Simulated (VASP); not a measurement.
Runs of VASP 6.6.1 on BaTiO3. The structure is that of space group Pm-3m (No. 221), or close to it. The cells are those of the table. 

| cell | gap on the mesh (eV) | pressure (GPa) |
| --- | --- | --- |
| a = 3.970 Å, 5 atoms | (b) | 1.7 |
| a = 3.930, b = 3.980, c = 3.980 Å, 5 atoms | 1.73 | 2.6 |
| a = 3.890, b = 3.991, c = 3.991 Å, 5 atoms | 1.71 | (a) |
| a = 3.851, b = 4.002, c = 4.002 Å, 5 atoms | (c) | 4.8 |

Alike in all rows: task single point; level PBEsol; potentials or basis VASP PAW PBE potentials, release 64 (Ba_sv, Ti_sv, O_h); no spin polarisation; k mesh 8 × 8 × 8; cutoff (eV) 910; smearing gaussian 0.02 eV.

Problem. Fill in the values left out.

Solution. (a) 3.7; (b) 1.75; (c) 1.69.

Caveats: the cutoff is under 1.25 times the usual one of these potentials, so pressure, stress and relaxed cells hold a basis-set (Pulay) error; the PAW data sets were made with another functional, which shifts forces and pressure a little; spin-orbit coupling is left out, which moves the levels of the heavy elements; the cell stands under pressure (at least some runs).

A k mesh can miss the band edges, and the runs leave out spin-orbit coupling on Ba.
